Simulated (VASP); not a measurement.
Wanted: the native input for a VASP 6.6.1 run.

```
Task                   : single point
Functional             : LDA
Potentials or basis    : VASP PAW LDA potentials, release 64 (La, Si, Ir)
Cutoff                 : 520 eV
k mesh                 : 9 × 9 × 9
Occupations            : fermi-dirac, width 0.1 eV
Spin                   : no spin polarisation
Dipole correction      : no
Further INCAR settings : ALGO = Normal; EDIFF = 1e-06; NBANDS = 26
```

The structure of LaSi2Ir2 lies in POSCAR:

```
LaSi2Ir2
1.0
   -2.0470000000      2.0470000000      5.1240000000
    2.0470000000     -2.0470000000      5.1240000000
    2.0470000000      2.0470000000     -5.1240000000
La Si Ir
1 2 2
Direct
    0.0000000000      0.0000000000      0.0000000000
    0.3730000000      0.3730000000      0.0000000000
    0.6270000000      0.6270000000      0.0000000000
    0.7500000000      0.2500000000      0.5000000000
    0.2500000000      0.7500000000      0.5000000000
```

The input as run:

INCAR

```
PREC = Accurate ; ENCUT = 520
EDIFF = 1E-6 ; ISMEAR = -1
SIGMA = 0.1 ; LREAL = False
LASPH = True ; NELM = 100
ALGO = Normal ; ISIF = 2
LWAVE = False ; LCHARG = False
GGA = CA ; NBANDS = 26
```

KPOINTS

```
regular mesh
0
Gamma
  9 9 9
```

Potentials or basis: VASP PAW LDA potentials, release 64 (La, Si, Ir).

The run is started by

```console
$ cat potpaw_LDA.64/La/POTCAR potpaw_LDA.64/Si/POTCAR potpaw_LDA.64/Ir/POTCAR > POTCAR
$ mpirun -np 1 vasp_std > vasp.out
```

Results of the run:

The pressure is -1.8 GPa and the largest force is 0.008 eV/Å.

Wall time 8.6 min on 1 thread of AMD EPYC 7R13, on a shared host, peak memory 0.38 GiB.
